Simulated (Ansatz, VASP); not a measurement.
**Al in VASP and in Ansatz**

```
Al
1.0
     0.00000    1.96459    1.96459
     1.96459    0.00000    1.96459
     1.96459    1.96459    0.00000
Al
1
Direct
  0.00000 0.00000 0.00000
```

Alike in both runs: task single point; functional PBE; k mesh 22 × 22 × 22; occupations fermi-dirac, width 0.1 eV; no spin polarisation.

```csv
,VASP,Ansatz
version,VASP 6.6.1,Ansatz 0.2.0
potentials or method,"VASP PAW PBE potentials, release 64 (Al), cutoff 520 eV","plane waves (420 eV) with PAW, scalar-relativistic"
valence electrons in the cell,3,3
```

```tsv
	VASP	Ansatz	Ansatz less VASP
pressure (GPa)	7.9	7.9	+0.03
```
